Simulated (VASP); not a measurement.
# SnO2 (fluorite type) (Fm-3m) in VASP: further runs, part 2 of 2

VASP 6.6.1. Earlier steps stand in the parts before.

## 3. Single point, PBE

This run uses another cell than the first one, of 11.56 Å³/atom.

File INCAR:

```
SYSTEM = SnO2
  PREC = Accurate
  ENCUT = 520
  EDIFF = 1E-6
  ISMEAR = -1
  SIGMA = 0.06122561905347299
  LREAL = .FALSE.
  LASPH = .TRUE.
  NELM = 100
  ALGO = Normal
  ISIF = 2
  LWAVE = .FALSE.
  LCHARG = .TRUE.
  GGA = PE
  LELF = .TRUE.
  LVHAR = .TRUE.
  NBANDS = 20
```

File KPOINTS:

```
regular mesh
0
G
  19 19 19
  0 0 0
```

File POSCAR:

```
SnO2
1.0
    0.0000000000      2.5884727621      2.5884727621
    2.5884727621      0.0000000000      2.5884727621
    2.5884727621      2.5884727621      0.0000000000
Sn O
1 2
Direct
    0.0000000000      0.0000000000      0.0000000000
    0.2500000000      0.2500000000      0.2500000000
    0.7500000000      0.7500000000      0.7500000000
```

Potentials or basis: VASP PAW PBE potentials, release 64 (Sn_d, O).

Launch:

```
$ cat potpaw_PBE.64/Sn_d/POTCAR potpaw_PBE.64/O/POTCAR > POTCAR
$ mpirun -np 1 vasp_std > vasp.out
```

OUTCAR:

```text
SYSTEM = SnO2
   PREC = Accurate
   ENCUT = 520
   EDIFF = 1E-6
   ISMEAR = -1
   LREAL = .FALSE.
   LASPH = .TRUE.
   NELM = 100
   ISIF = 2
   GGA = PE

 ion  position               nearest neighbor table
   1  0.000  0.000  0.000-   3 2.24   3 2.24   3 2.24   2 2.24   2 2.24   2 2.24   3 2.24   2 2.24

   2  0.250  0.250  0.250-   1 2.24   1 2.24   1 2.24   1 2.24
   3  0.750  0.750  0.750-   1 2.24   1 2.24   1 2.24   1 2.24

  LATTYP: Found a face centered cubic cell.
 ALAT       =     5.1769455242

  Lattice vectors:

 A1 = (   0.0000000000,   2.5884727621,   2.5884727621)
 A2 = (   2.5884727621,   0.0000000000,   2.5884727621)
 A3 = (   2.5884727621,   2.5884727621,   0.0000000000)

Analysis of symmetry for initial positions (statically):
=====================================================================
 Subroutine PRICEL returns:
 Original cell was already a primitive cell.

 Routine SETGRP: Setting up the symmetry group for a
 face centered cubic supercell.

 Subroutine GETGRP returns: Found 48 space group operations
 (whereof 48 operations were pure point group operations)
 out of a pool of 48 trial point group operations.

The static configuration has the point symmetry O_h .

Analysis of symmetry for dynamics (positions and initial velocities):
=====================================================================
 Subroutine PRICEL returns:
 Original cell was already a primitive cell.

 Routine SETGRP: Setting up the symmetry group for a
 face centered cubic supercell.

 Subroutine GETGRP returns: Found 48 space group operations
 (whereof 48 operations were pure point group operations)
 out of a pool of 48 trial point group operations.

The dynamic configuration has the point symmetry O_h .

 Subroutine INISYM returns: Found 48 space group operations
 (whereof 48 operations are pure point group operations),
[... 112 lines left out ...]
   EFERMI =   0.00;   METHOD = LEGACY
   ISMEAR =    -1;   SIGMA  =   0.06  broadening in eV -4-tet -1-fermi 0-gaus
   EFERMI_NEDOS =   21; number of points for ismear=-14 and -15
   IALGO  =     38    algorithm
   IMIX   =      4    mixing-type and parameters
     AMIX     =   0.40;   BMIX     =  1.00
     AMIX_MAG =   1.60;   BMIX_MAG =  1.00
  volume/ion in A,a.u.               =      11.56        78.03
  Fermi-wavevector in a.u.,A,eV,Ry     =   1.487119  2.810247 30.089590  2.211523
  Thomas-Fermi vector in A             =   2.600320
   LORBIT       =      0    0 simple, 1 ext, 2 COOP (PROOUT), +10 PAW based schemes
   GGA     = PE    functional components
   LHFCALC =     F    Hartree Fock is set to
   AEXX    =    0.0000 exact exchange contribution
   IVDW    =     0    specifies the selected vdW correction
   LEPSILON=     F    determine dielectric tensor
   LRPA    =     F    only Hartree local field effects (RPA)
 non-spin polarized calculation
  energy-cutoff  :      520.00
  volume of cell :       34.69
 maximum number of plane-waves:       952
   NGX = 13   NGY = 13   NGZ = 13

 number of electron      26.0000001 magnetization

 Free energy of the ion-electron system (eV)
  ---------------------------------------------------
  ext. energy  EPLUGINS =         0.00000000
  ---------------------------------------------------
  free energy    TOTEN  =       -17.91271725 eV

  energy without entropy =      -17.91151749  energy(sigma->0) =      -17.91211737

 E-fermi :   7.3042     XC(G=0): -11.5731

 val. band max:        7.2281773446   @ k =   0.0526   0.0000   0.0000
 cond. band min:       7.3051323114   @ k =   0.0526   0.0526   0.0000
 fundamental gap:      0.0769549668
 Fermi energy:         7.3041844032

 k-point     1 :       0.0000    0.0000    0.0000
  band No.  band energies     occupation
      1     -13.4512      2.00000
      2     -13.4512      2.00000
      3     -13.4512      2.00000
      4     -13.3381      2.00000
      5     -13.3381      2.00000
      6     -12.0364      2.00000
[... 541 lines left out ...]
     19      22.1116      0.00000
     20      23.3536      0.00000

 [... further k-points ...]

------------------------ aborting loop because EDIFF is reached ----------------------------------------

  FORCE on cell =-STRESS in cart. coord.  units (eV):
  Direction    XX          YY          ZZ          XY          YZ          ZX
  --------------------------------------------------------------------------------------
  -------------------------------------------------------------------------------------
  Total       -0.6302629     -0.6302629     -0.6302629      0.0000000      0.0000000      0.0000000
  in kB      -29.1119649    -29.1119649    -29.1119649      0.0000000      0.0000000      0.0000000
  external PRESSURE =     -29.1119649 kB  Pullay stress =       0.0000000 kB

 VOLUME and BASIS-vectors are now :
 -----------------------------------------------------------------------------
  energy-cutoff  :      520.00
  volume of cell :       34.69
      direct lattice vectors                 reciprocal lattice vectors
     0.000000000  2.588472762  2.588472762    -0.193164096  0.193164096  0.193164096
     2.588472762  0.000000000  2.588472762     0.193164096 -0.193164096  0.193164096
     2.588472762  2.588472762  0.000000000     0.193164096  0.193164096 -0.193164096

 POSITION                                       TOTAL-FORCE (eV/Angst)
 -----------------------------------------------------------------------------------
      0.00000      0.00000      0.00000         0.000000     -0.000000      0.000000
      1.29424      1.29424      1.29424        -0.000000     -0.000000     -0.000000
      3.88271      3.88271      3.88271         0.000000      0.000000      0.000000
 -----------------------------------------------------------------------------------
    total drift:                                0.000000     -0.000000      0.000000

  FREE ENERGIE OF THE ION-ELECTRON SYSTEM (eV)
  ---------------------------------------------------
  free  energy   TOTEN  =       -17.9127172497 eV

  energy  without entropy=      -17.9115174856  energy(sigma->0) =      -17.91211737
```

stdout:

```text
POSCAR found type information on POSCAR SnO
 POSCAR found :  2 types and       3 ions
 scaLAPACK will be used
 LDA part: xc-table for (Slater+PW92), standard interpolation
 POSCAR, INCAR and KPOINTS ok, starting setup
 FFT: planning ... GRIDC
 FFT: planning ... GRID_SOFT
 FFT: planning ... GRID
 WAVECAR not read
 entering main loop
```

Run time: 60 s. Hardware: 1 thread of Intel Xeon 6975P-C (Granite Rapids), shared host; peak memory 0.26 GiB.

Results:

| Property | Result |
| --- | --- |
| Free energy | -17.9127 eV |
| Pressure | -2.9 GPa |
| Band gap on the k mesh | zero (bands 13 and 14 overlap by 0.32 eV) |

Levels at points of the mesh, in eV from the Fermi level:
| k point | band 9 | band 10 | band 11 | band 12 | band 13 | band 14 | band 15 | band 16 | band 17 | band 18 |
| --- | --- | --- | --- | --- | --- | --- | --- | --- | --- | --- |
| (0.00, 0.00, 0.00) | -2.92 | -2.92 | -1.46 | -1.46 | -1.46 | -0.53 | 6.73 | 6.73 | 6.73 | 12.92 |

Caveat: semilocal functionals underestimate gaps, so a narrow gap can read as zero; spin-orbit coupling is left out, which moves the levels of the heavy elements.
